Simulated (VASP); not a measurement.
# ZrS in VASP: further runs

The runs below take ZrS through single point, with r2SCAN.

Program: VASP 6.6.1. These are calculated values, not measurements. Logs are shortened: lines on timing, memory, paths and dates and some standing lists are left out, and cuts for length are marked.

**1. The cell of the first run**

Symmetry: I4/mmm, No. 139, tetragonal system. The conventional cell has a = 3.695 Å, b = 3.695 Å, c = 5.120 Å, α = 90.00°, β = 90.00°, γ = 90.00°. Zr (site symmetry 4/mmm) has 6 S at 2.56 to 2.61 Å within 3.4 Å. S (site symmetry 4/mmm) has 6 Zr at 2.56 to 2.61 Å within 3.4 Å.

**2. Single point, r2SCAN (strain along c alone, the other axes held: -2.0 %)**

POSCAR

```
ZrS
1.0
    2.6124645028      2.6124645028      0.0000000000
   -2.6124645028      2.6124645028      0.0000000000
    0.0000000000      0.0000000000      5.1204304254
Zr S
2 2
Direct
    0.0000000000      0.0000000000      0.0000000000
    0.5000000000      0.5000000000      0.5000000000
    0.5000000000      0.5000000000      0.0000000000
    0.0000000000      0.0000000000      0.5000000000
```

INCAR.step1

```
ALGO = Normal ; EDIFF = 1E-4
ENCUT = 520 ; GGA = PE
ISMEAR = 0 ; LASPH = True
LCHARG = False ; LREAL = False
LWAVE = True ; NBANDS = 26
NELM = 60 ; PREC = Accurate
SIGMA = 0.1
```

INCAR.step2

```
ALGO = Normal ; EDIFF = 1E-6
ENCUT = 520 ; ISIF = 2
ISMEAR = 0 ; ISTART = 1
LASPH = True ; LCHARG = True
LELF = True ; LMIXTAU = True
LREAL = False ; LVHAR = True
LWAVE = False ; METAGGA = R2SCAN
NBANDS = 26 ; NELM = 60
PREC = Accurate ; SIGMA = 0.1
```

KPOINTS

```
k-points
0
Gamma
  14 14 10
```

Potentials or basis: VASP PAW PBE potentials, release 64 (Zr_sv, S).

Run with:

```console
> cat potpaw_PBE.64/Zr_sv/POTCAR potpaw_PBE.64/S/POTCAR > POTCAR
> cp INCAR.step1 INCAR
> mpirun -np 1 vasp_std > vasp.out
> cp INCAR.step2 INCAR
> mpirun -np 1 vasp_std > vasp.out
```

OUTCAR:

```text
EDIFF = 1E-6
   ENCUT = 520
   ISIF = 2
   ISMEAR = 0
   ISTART = 1
   LASPH = True
   LREAL = False
   METAGGA = R2SCAN
   NELM = 60
   PREC = Accurate

 ion  position               nearest neighbor table
   1  0.000  0.000  0.000-   4 2.56   4 2.56   3 2.61   3 2.61   3 2.61   3 2.61   2 3.66   2 3.66
                             2 3.66   2 3.66   2 3.66   2 3.66   2 3.66   2 3.66
   2  0.500  0.500  0.500-   3 2.56   3 2.56   4 2.61   4 2.61   4 2.61   4 2.61   1 3.66   1 3.66
                             1 3.66   1 3.66   1 3.66   1 3.66   1 3.66   1 3.66
   3  0.500  0.500  0.000-   2 2.56   2 2.56   1 2.61   1 2.61   1 2.61   1 2.61
   4  0.000  0.000  0.500-   1 2.56   1 2.56   2 2.61   2 2.61   2 2.61   2 2.61

  LATTYP: Found a simple tetragonal cell.
 ALAT       =     3.6945827311
 C/A-ratio  =     1.3859292911

  Lattice vectors:

 A1 = (   2.6124645028,   2.6124645028,   0.0000000000)
 A2 = (  -2.6124645028,   2.6124645028,   0.0000000000)
 A3 = (   0.0000000000,   0.0000000000,   5.1204304254)

Analysis of symmetry for initial positions (statically):
=====================================================================
 Subroutine PRICEL returns following result:

  LATTYP: Found a body centered tetragonal cell.
 ALAT       =     3.6945827311
 C/A-ratio  =     1.3859292911

  Lattice vectors:

 A1 = (   0.0000000000,  -2.6124645028,  -2.5602152127)
 A2 = (   0.0000000000,   2.6124645028,  -2.5602152127)
 A3 = (   2.6124645028,   0.0000000000,   2.5602152127)

   2 primitive cells build up your supercell.

 Routine SETGRP: Setting up the symmetry group for a
 simple tetragonal supercell.

 Subroutine GETGRP returns: Found 16 space group operations
 (whereof 16 operations were pure point group operations)
 out of a pool of 16 trial point group operations.

The static configuration has the point symmetry D_4h.

Analysis of symmetry for dynamics (positions and initial velocities):
=====================================================================
 Subroutine PRICEL returns following result:

  LATTYP: Found a body centered tetragonal cell.
 ALAT       =     3.6945827311
 C/A-ratio  =     1.3859292911

  Lattice vectors:

 A1 = (   0.0000000000,  -2.6124645028,  -2.5602152127)
 A2 = (   0.0000000000,   2.6124645028,  -2.5602152127)
 A3 = (   2.6124645028,   0.0000000000,   2.5602152127)
[... 101 lines left out ...]
   PREC   = accura    normal or accurate (medium, high low for compatibility)
   ISTART =      1    job   : 0-new  1-cont  2-samecut
   ICHARG =      0    charge: 1-file 2-atom 10-const
   ISPIN  =      1    spin polarized calculation?
   LNONCOLLINEAR =      F non collinear calculations
   LSORBIT =      F    spin-orbit coupling
   LASPH  =      T    aspherical Exc in radial PAW
   ENCUT  =  520.0 eV  38.22 Ry    6.18 a.u.   6.87  6.87  9.52*2*pi/ulx,y,z
   NELM   =     60;   NELMIN=  2; NELMDL=  0     # of ELM steps
   EDIFF  = 0.1E-05   stopping-criterion for ELM
   LREAL  =      F    real-space projection
   EDIFFG = 0.1E-04   stopping-criterion for IOM
   NSW    =      0    number of steps for IOM
   IBRION =     -1    ionic relax: 0-MD 1-quasi-New 2-CG
   NFREE  =      0    steps in history (QN), initial steepest desc. (CG)
   ISIF   =      2    stress and relaxation
   ISYM   =      2    0-nonsym 1-usesym 2-fastsym
   POTIM  = 0.5000    time-step for ionic-motion
   TEBEG  =    0.0;   TEEND  =   0.0 temperature during run
   PSTRESS=    0.0 pullay stress
   NELECT =      36.0000    total number of electrons
   NUPDOWN=      -1.0000    fix difference up-down
   EMIN   =  10.00;   EMAX   =-10.00  energy-range for DOS
   EFERMI =   0.00;   METHOD = LEGACY
   ISMEAR =     0;   SIGMA  =   0.10  broadening in eV -4-tet -1-fermi 0-gaus
   EFERMI_NEDOS =   21; number of points for ismear=-14 and -15
   IALGO  =     38    algorithm
   IMIX   =      4    mixing-type and parameters
     AMIX     =   0.40;   BMIX     =  1.00
     AMIX_MAG =   1.60;   BMIX_MAG =  1.00
  volume/ion in A,a.u.               =      17.47       117.92
  Fermi-wavevector in a.u.,A,eV,Ry     =   1.312290  2.479869 23.430671  1.722106
  Thomas-Fermi vector in A             =   2.442693
   LORBIT       =      0    0 simple, 1 ext, 2 COOP (PROOUT), +10 PAW based schemes
   METAGGA = R2SCAN    functional components
   LHFCALC =     F    Hartree Fock is set to
   AEXX    =    0.0000 exact exchange contribution
   IVDW    =     0    specifies the selected vdW correction
   LEPSILON=     F    determine dielectric tensor
   LRPA    =     F    only Hartree local field effects (RPA)
 non-spin polarized calculation
 Gauss-broadening in eV      SIGMA  =   0.10
  energy-cutoff  :      520.00
  volume of cell :       69.89
 maximum number of plane-waves:      1916
 NGX is ok and might be reduce to    28

 number of electron      36.0000004 magnetization

 Free energy of the ion-electron system (eV)
  ---------------------------------------------------
  ext. energy  EPLUGINS =         0.00000000
  ---------------------------------------------------
  free energy    TOTEN  =       -67.74457717 eV

  energy without entropy =      -67.73327419  energy(sigma->0) =      -67.73892568

 E-fermi :  11.3703     XC(G=0): -12.1521

 val. band max:       11.3646806355   @ k =   0.2857   0.2857   0.3000
 cond. band min:      11.3805441886   @ k =   0.3571   0.1429   0.0000
 fundamental gap:      0.0158635531
 Fermi energy:        11.3702833959

 k-point     1 :       0.0000    0.0000    0.0000
  band No.  band energies     occupation
      1     -40.4266      2.00000
      2     -40.3816      2.00000
      3     -18.0398      2.00000
      4     -17.8400      2.00000
      5     -17.8400      2.00000
      6     -17.7187      2.00000
[... 685 lines left out ...]
     25      14.2134      0.00000
     26      14.5548      0.00000

 [... further k-points ...]
[... 5 lines left out ...]
  --------------------------------------------------------------------------------------
  -------------------------------------------------------------------------------------
  Total        0.4266870      0.4266870      3.1044535      0.0000000      0.0000000     -0.0000000
  in kB        9.7809890      9.7809890     71.1636931      0.0000000      0.0000000     -0.0000000
  external PRESSURE =      30.2418904 kB  Pullay stress =       0.0000000 kB

 VOLUME and BASIS-vectors are now :
 -----------------------------------------------------------------------------
  energy-cutoff  :      520.00
  volume of cell :       69.89
      direct lattice vectors                 reciprocal lattice vectors
     2.612464503  2.612464503  0.000000000     0.191390160  0.191390160  0.000000000
    -2.612464503  2.612464503  0.000000000    -0.191390160  0.191390160  0.000000000
     0.000000000  0.000000000  5.120430425     0.000000000  0.000000000  0.195296082

 POSITION                                       TOTAL-FORCE (eV/Angst)
 -----------------------------------------------------------------------------------
      0.00000      0.00000      0.00000         0.000000     -0.000000      0.000000
      0.00000      2.61246      2.56022        -0.000000     -0.000000     -0.000000
      0.00000      2.61246      0.00000         0.000000      0.000000      0.000000
      0.00000      0.00000      2.56022         0.000000      0.000000      0.000000
 -----------------------------------------------------------------------------------
    total drift:                               -0.000000      0.000000      0.000000

  FREE ENERGIE OF THE ION-ELECTRON SYSTEM (eV)
  ---------------------------------------------------
  free  energy   TOTEN  =       -67.7445771729 eV

  energy  without entropy=      -67.7332741855  energy(sigma->0) =      -67.73892568
```

OSZICAR.step1:

```text
N       E                     dE             d eps       ncg     rms          rms(c)
DAV:   1     0.300978880199E+03    0.30098E+03   -0.18980E+04 11232   0.136E+03
DAV:   2    -0.110214447318E+02   -0.31200E+03   -0.30346E+03 13310   0.360E+02
DAV:   3    -0.314962714119E+02   -0.20475E+02   -0.20194E+02 17974   0.780E+01
DAV:   4    -0.326144839192E+02   -0.11182E+01   -0.11142E+01 16156   0.148E+01
DAV:   5    -0.326397353539E+02   -0.25251E-01   -0.25246E-01 16092   0.209E+00    0.227E+01
DAV:   6    -0.308442534798E+02    0.17955E+01   -0.52180E+00 13360   0.119E+01    0.104E+01
DAV:   7    -0.308038505628E+02    0.40403E-01   -0.76500E-01 17476   0.402E+00    0.398E+00
DAV:   8    -0.307970427023E+02    0.68079E-02   -0.12218E-01 13114   0.197E+00    0.678E-01
DAV:   9    -0.307933897841E+02    0.36529E-02   -0.19936E-02 13498   0.749E-01    0.185E-01
DAV:  10    -0.307935363049E+02   -0.14652E-03   -0.11316E-03 15368   0.258E-01    0.342E-02
DAV:  11    -0.307935311965E+02    0.51084E-05   -0.29785E-05  7382   0.381E-02
   1 F= -.30793531E+02 E0= -.30787521E+02  d E =-.120214E-01
```

Run time: 7.1 min. Hardware: 1 thread of Intel Xeon 6975P-C (Granite Rapids), shared host; peak memory 0.42 GiB.

Results:

| Property | Result |
| --- | --- |
| Free energy | -67.7446 eV |
| Pressure | 3.0 GPa |
| Band gap on the k mesh | zero (bands 18 and 19 overlap by 3.12 eV) |

Caveat: the cell differs from its parent crystal (strain along c alone, the other axes held: -2.0 %); the cell stands under pressure; the PAW data sets were made with another functional, which shifts forces and pressure a little.

**3. Single point, r2SCAN**

This run uses another cell than the first one: it holds 2 atoms, not 4.

POSCAR

```
ZrS
1.0
    0.0000000000      2.6124645008      2.6124645008
    2.6124645008      0.0000000000      2.6124645008
    2.6124645008      2.6124645008      0.0000000000
Zr S
1 1
Direct
    0.0000000000      0.0000000000      0.0000000000
    0.5000000000      0.5000000000      0.5000000000
```

INCAR.step1

```
ALGO = Normal
EDIFF = 1E-4
ENCUT = 520
GGA = PE
ISMEAR = 0
LASPH = True
LCHARG = False
LREAL = False
LWAVE = True
NBANDS = 16
NELM = 60
PREC = Accurate
SIGMA = 0.15
```

INCAR.step2

```
ALGO = Normal
EDIFF = 1E-7
ENCUT = 520
ISIF = 2
ISMEAR = 0
ISTART = 1
LASPH = True
LCHARG = True
LELF = True
LMIXTAU = True
LREAL = False
LVHAR = True
LWAVE = False
METAGGA = R2SCAN
NBANDS = 16
NELM = 60
PREC = Accurate
SIGMA = 0.15
```

KPOINTS

```
k-points
0
Gamma
  20 20 20
```

Potentials or basis: VASP PAW PBE potentials, release 64 (Zr_sv, S).

Run with:

```console
> cat potpaw_PBE.64/Zr_sv/POTCAR potpaw_PBE.64/S/POTCAR > POTCAR
> cp INCAR.step1 INCAR
> mpirun -np 1 vasp_std > vasp.out
> cp INCAR.step2 INCAR
> mpirun -np 1 vasp_std > vasp.out
```

Run time: 4.9 min. Hardware: 1 thread of Intel Xeon Platinum 8488C (Sapphire Rapids), shared host; peak memory 0.28 GiB.

Results (log left out):

- Free energy: -33.8917 eV
- Pressure: -0.1 GPa
- Band gap on the k mesh: zero (bands 9 and 10 overlap by 2.98 eV)

Levels at points of the mesh, in eV from the Fermi level:
| k point | band 7 | band 8 | band 9 | band 10 | band 11 | band 12 |
| --- | --- | --- | --- | --- | --- | --- |
| (0.00, 0.00, 0.00) | -3.98 | -3.98 | -1.45 | -1.45 | -1.45 | -0.69 |
| (0.50, 0.00, 0.00) | -6.49 | -6.49 | 1.54 | 1.54 | 1.90 | 2.11 |
| (0.50, 0.50, 0.00) | -4.96 | -4.96 | -3.59 | 0.55 | 2.45 | 2.45 |

Caveat: the PAW data sets were made with another functional, which shifts forces and pressure a little.

**4. Single point, r2SCAN**

This run uses another cell than the first one: it holds 2 atoms, not 4.

POSCAR is that of step 3.

INCAR.step1

```
ALGO = Normal ; EDIFF = 1E-4
ENCUT = 520 ; GGA = PE
ISMEAR = 0 ; LASPH = T
LCHARG = F ; LREAL = F
LWAVE = T ; NBANDS = 16
NELM = 60 ; PREC = Accurate
SIGMA = 0.15
```

INCAR.step2

```
ALGO = Normal ; EDIFF = 1E-6
ENCUT = 520 ; ISIF = 2
ISMEAR = 0 ; ISTART = 1
LASPH = T ; LCHARG = F
LMIXTAU = T ; LREAL = F
LWAVE = F ; METAGGA = R2SCAN
NBANDS = 16 ; NELM = 60
PREC = Accurate ; SIGMA = 0.15
```

KPOINTS

```
k-points
0
Gamma
  22 22 22
```

Run with:

```console
> cat potpaw_PBE.64/Zr_sv/POTCAR potpaw_PBE.64/S/POTCAR > POTCAR
> cp INCAR.step1 INCAR
> mpirun -np 1 vasp_std > vasp.out
> cp INCAR.step2 INCAR
> mpirun -np 1 vasp_std > vasp.out
```

Wall time 5.3 min (1 thread of Intel Xeon Platinum 8488C (Sapphire Rapids), shared host); peak memory 0.31 GiB.

It converged, with:

```yaml
Free_energy: -33.8909 eV
Pressure: 0.0 GPa
Band_gap_on_the_k_mesh: zero (bands 9 and 10 overlap by 2.98 eV)
```

Levels at points of the mesh, in eV from the Fermi level:
| k point | band 5 | band 6 | band 7 | band 8 | band 9 | band 10 | band 11 | band 12 | band 13 | band 14 |
| --- | --- | --- | --- | --- | --- | --- | --- | --- | --- | --- |
| (0.00, 0.00, 0.00) | -16.87 | -3.99 | -3.99 | -3.99 | -1.45 | -1.45 | -1.45 | -0.70 | -0.70 | 2.45 |
| (0.50, 0.00, 0.00) | -15.23 | -8.58 | -6.49 | -6.49 | 1.53 | 1.53 | 1.89 | 2.10 | 5.91 | 5.91 |
| (0.50, 0.50, 0.00) | -15.99 | -6.79 | -4.96 | -4.96 | -3.60 | 0.55 | 2.44 | 2.44 | 3.11 | 3.68 |

Caveat: the PAW data sets were made with another functional, which shifts forces and pressure a little.

**5. Single point, r2SCAN (biaxial strain in the a-b plane: -1.0 %, then relaxed in part)**

POSCAR

```
ZrS
1.0
    2.5863398558      2.5863398558      0.0000000000
   -2.5863398558      2.5863398558      0.0000000000
    0.0000000000      0.0000000000      5.2384258098
Zr S
2 2
Direct
    0.0000000000      0.0000000000      0.0000000000
    0.5000000000      0.5000000000      0.5000000000
    0.5000000000      0.5000000000      0.0000000000
    0.0000000000      0.0000000000      0.5000000000
```

INCAR.step1

```
PREC = Accurate
ENCUT = 520
ISMEAR = 0
SIGMA = 0.1
LREAL = False
LASPH = True
NELM = 100
NBANDS = 26
GGA = PE
ALGO = Normal
EDIFF = 1E-4
LWAVE = True
LCHARG = False
```

INCAR.step2

```
PREC = Accurate
ENCUT = 520
EDIFF = 1E-7
ISMEAR = 0
SIGMA = 0.1
LREAL = False
LASPH = True
NELM = 100
ALGO = Normal
ISIF = 2
LWAVE = False
LCHARG = False
METAGGA = R2SCAN
LMIXTAU = True
NBANDS = 26
ISTART = 1
```

KPOINTS

```
Automatic mesh
0
Gamma
  14 14 10
```

Run with:

```console
> cat potpaw_PBE.64/Zr_sv/POTCAR potpaw_PBE.64/S/POTCAR > POTCAR
> cp INCAR.step1 INCAR
> mpirun -np 1 vasp_std > vasp.out
> cp INCAR.step2 INCAR
> mpirun -np 1 vasp_std > vasp.out
```

Wall time 8.1 min (1 thread of Intel Xeon 6975P-C (Granite Rapids), shared host); peak memory 0.43 GiB.

Results (log left out):

```yaml
Free_energy: -67.7551 eV
Pressure: 2.5 GPa
Band_gap_on_the_k_mesh: zero (bands 18 and 19 overlap by 3.00 eV)
```

Stress tensor (GPa, compression positive):
```
 3.82  0.00  0.00
 0.00  3.82  0.00
 0.00  0.00 -0.02
```

Levels at points of the mesh, in eV from the Fermi level:
```tsv
k point	band 15	band 16	band 17	band 18	band 19	band 20	band 21	band 22
(0.00, 0.00, 0.00)	-4.00	-4.00	-3.71	-1.60	-1.46	-1.46	-0.77	-0.72
(0.50, 0.00, 0.00)	-6.17	-6.17	0.40	0.40	0.81	0.81	1.26	1.26
(0.50, 0.50, 0.00)	-5.00	-5.00	-3.70	-3.70	0.56	0.56	2.45	2.45
(0.00, 0.00, 0.50)	-4.83	-4.83	-2.82	-2.82	-0.16	-0.16	1.26	1.26
(0.50, 0.00, 0.50)	-6.58	-6.58	1.54	1.54	1.59	1.59	1.95	1.95
(0.50, 0.50, 0.50)	-6.45	-6.45	-0.11	-0.11	-0.11	-0.11	2.03	2.03
```

Caveat: the cell differs from its parent crystal (biaxial strain in the a-b plane: -1.0 %, then relaxed in part); the PAW data sets were made with another functional, which shifts forces and pressure a little.

**6. Summary**

| cell | k mesh | smearing | gap on the mesh (eV) | pressure (GPa) |
| --- | --- | --- | --- | --- |
| a = 3.695, b = 3.695, c = 5.120 Å, 4 atoms, atomic positions A | 14 × 14 × 10 | gaussian 0.1 eV | none | 3.0 |
| a = 3.695 Å, angles 60.0°, 2 atoms, atomic positions B | 20 × 20 × 20 | gaussian 0.15 eV | none | -0.1 |
| a = 3.695 Å, angles 60.0°, 2 atoms, atomic positions B | 22 × 22 × 22 | gaussian 0.15 eV | none | 0.0 |
| a = 3.658, b = 3.658, c = 5.238 Å, 4 atoms, atomic positions A | 14 × 14 × 10 | gaussian 0.1 eV | none | 2.5 |

Alike in all rows: task single point; level r2SCAN; potentials or basis VASP PAW PBE potentials, release 64 (Zr_sv, S); no spin polarisation; cutoff (eV) 520.

Caveats: the PAW data sets were made with another functional, which shifts forces and pressure a little; the cell stands under pressure (at least some runs).

Total energies depend on the potentials used, so only differences within one code and one set of settings carry meaning.
